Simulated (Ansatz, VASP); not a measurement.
# Al2O3: VASP beside Ansatz

Contents of POSCAR:

```
Al2O3
1.0
    2.3785015489      1.3732285095      4.3292300000
   -2.3785015489      1.3732285095      4.3292300000
    0.0000000000     -2.7464570191      4.3292300000
Al O
4 6
Direct
    0.8521800000      0.8521800000      0.8521800000
    0.6478200000      0.6478200000      0.6478200000
    0.1478200000      0.1478200000      0.1478200000
    0.3521800000      0.3521800000      0.3521800000
    0.0562500000      0.4437500000      0.7500000000
    0.7500000000      0.0562500000      0.4437500000
    0.4437500000      0.7500000000      0.0562500000
    0.9437500000      0.5562500000      0.2500000000
    0.2500000000      0.9437500000      0.5562500000
    0.5562500000      0.2500000000      0.9437500000
```

The input INCAR.step1:

```
ALGO = Normal
EDIFF = 1E-4
ENCUT = 600
GGA = PE
ISMEAR = 0
LASPH = True
LCHARG = False
LREAL = False
LWAVE = True
NELM = 80
PREC = Accurate
SIGMA = 0.02
```

File INCAR.step2:

```
ALGO = Normal
EDIFF = 1E-6
EDIFFG = -0.005
ENCUT = 600
IBRION = 2
ISIF = 3
ISMEAR = 0
ISTART = 1
LASPH = True
LCHARG = False
LMIXTAU = True
LREAL = False
LWAVE = False
METAGGA = R2SCAN
NELM = 80
NSW = 100
PREC = Accurate
SIGMA = 0.02
```

File KPOINTS:

```
k-points
0
Gamma
  6 6 6
```

Input for Ansatz:

```yaml
crystal:
  lattice:
    - [2.3785015489, 1.3732285095, 4.32923]
    - [-2.3785015489, 1.3732285095, 4.32923]
    - [0.0, -2.7464570191, 4.32923]
  atoms:
    - { symbol: Al, position: [0.85218, 0.85218, 0.85218] }
    - { symbol: Al, position: [0.64782, 0.64782, 0.64782] }
    - { symbol: Al, position: [0.14782, 0.14782, 0.14782] }
    - { symbol: Al, position: [0.35218, 0.35218, 0.35218] }
    - { symbol: O, position: [0.05625, 0.44375, 0.75] }
    - { symbol: O, position: [0.75, 0.05625, 0.44375] }
    - { symbol: O, position: [0.44375, 0.75, 0.05625] }
    - { symbol: O, position: [0.94375, 0.55625, 0.25] }
    - { symbol: O, position: [0.25, 0.94375, 0.55625] }
    - { symbol: O, position: [0.55625, 0.25, 0.94375] }
basis:
  ecutwfc: 500
kpoints:
  mp_grid: { grid: [6, 6, 6] }
hamiltonian:
  xc: r2scan
scf:
  occupations: { method: gaussian, width: 0.02 }
output:
  forces: true
  stress: true
  eigenvalues: true
relax:
  adjacent_minimum: "off"
  f_tol: 0.005
  max_steps: 80
  cell: { stress_tol: 0.05 }
```

Alike in both runs: task relaxation of cell and atoms; functional r2SCAN; k mesh 6 × 6 × 6; occupations gaussian, width 0.02 eV; no spin polarisation.

|  | VASP | Ansatz |
| --- | --- | --- |
| version | VASP 6.6.1 | Ansatz 0.2.0 |
| potentials or method | VASP PAW PBE potentials, release 64 (Al, O), cutoff 600 eV | scalar-relativistic, plane waves, PAW |
| valence electrons in the cell | 48 | 48 |

VASP gave:

* gap on the k mesh at the Fermi level, each at its own relaxed structure (eV): 7.20
* relaxed volume (Å³/atom): 8.47
* relaxed cell length with the largest relative difference (Å): 5.124

**Question.** Estimate Ansatz's values.

**Answer.** gap on the k mesh at the Fermi level, each at its own relaxed structure (eV): 7.14; relaxed volume (Å³/atom): 8.50; relaxed cell length with the largest relative difference (Å): 5.130.

VASP's potentials were made for PBE, not for r2SCAN.
